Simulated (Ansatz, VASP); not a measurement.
**One calculation of Ca, two programs**

```
CELL_PARAMETERS angstrom
5.97000 3.44678 0.00000
-5.97000 3.44678 0.00000
0.00000 0.00000 6.52000
ATOMIC_POSITIONS crystal
Ca 0.33333 0.33333 0.25000
Ca 0.66667 0.00000 0.25000
Ca 0.00000 0.66667 0.25000
Ca 0.33333 0.00000 0.75000
Ca 0.66667 0.66667 0.75000
Ca 0.00000 0.33333 0.75000
```

Alike in both runs: task electric field gradients; functional PBE; k mesh 5 × 5 × 4; occupations fermi-dirac, width 0.05 eV; no spin polarisation.

|  | VASP | Ansatz |
| --- | --- | --- |
| version | VASP 6.6.1 | Ansatz 0.2.0 |
| potentials or method | VASP PAW PBE potentials, release 64 (Ca_sv) | plane-wave PAW, scalar-relativistic |
| plane-wave cutoff (eV) | 520 | 420 |
| valence electrons in the cell | 60 | 60 |

|  | VASP | Ansatz | Ansatz less VASP |
| --- | --- | --- | --- |
| size of Vzz on the site where it differs most (V/Å²) | 6.5 | 6.3 | -0.17 |

With one functional, cell and mesh, what is left measures potentials, basis and numerics.
